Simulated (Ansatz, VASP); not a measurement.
**GaSb: VASP beside Ansatz**

File INCAR:

```
SYSTEM = GaSb
PREC = Accurate
ENCUT = 520
EDIFF = 1E-6
ISMEAR = -1
SIGMA = 0.05
LREAL = .FALSE.
LASPH = .TRUE.
NELM = 60
ALGO = Normal
ISIF = 2
LWAVE = .FALSE.
LCHARG = .FALSE.
GGA = PS
NBANDS = 16
```

File KPOINTS:

```
Automatic mesh
0
G
  10 10 10
  0 0 0
```

Contents of POSCAR:

```
GaSb
1.0
   -1.5662052804      2.6927187679      2.9124745717
    1.5662052804     -2.6927187679      2.9124745717
    1.5662052804      2.6927187679     -2.9124745717
Sb Ga
1 1
Direct
    0.5000000000      0.5000000000      0.0000000000
    0.0000000000      0.0000000000      0.0000000000
```

The input input.yaml:

```yaml
crystal:
  lattice:
    - [-1.5662052804, 2.6927187679, 2.9124745717]
    - [1.5662052804, -2.6927187679, 2.9124745717]
    - [1.5662052804, 2.6927187679, -2.9124745717]
  atoms:
    - { symbol: Sb, position: [0.5, 0.5, 0.0] }
    - { symbol: Ga, position: [0.0, 0.0, 0.0] }
hamiltonian:
  xc: pbesol
  pseudopotentials: { kind: paw }
kpoints:
  mp_grid: { grid: [10, 10, 10] }
scf:
  occupations: { method: fermi_dirac, width: 0.05 }
output:
  forces: true
  stress: true
  eigenvalues: true
  write_density: true
  write_potential: true
  elf: true
  volumetric_format: npy
```

Alike in both runs: task single point; functional PBEsol; k mesh 10 × 10 × 10; occupations fermi-dirac, width 0.05 eV; no spin polarisation.

|  | VASP | Ansatz |
| --- | --- | --- |
| version | VASP 6.6.1 | Ansatz 0.2.0 |
| potentials or method | VASP PAW PBE potentials, release 64 (Sb, Ga_d) | Ansatz PAW |
| plane-wave cutoff (eV) | 520 | 420 |
| valence electrons in the cell | 18 | 28 |

```tsv
	VASP	Ansatz	Ansatz less VASP
gap on the k mesh at the Fermi level (eV)	none	none	-
pressure (GPa)	-4.1	-4.0	+0.06
traceless stress, the component that is largest in VASP (GPa)	0.93	0.93	-0.002
```

VASP's potentials were made for PBE, not for PBEsol. A gap of «none» marks a metal or a gap that the smearing closes. VASP's potentials hold 18 valence electrons a cell and Ansatz's 28, so a difference there can come from the potentials and not from the codes.

Neither program's run includes spin-orbit coupling.
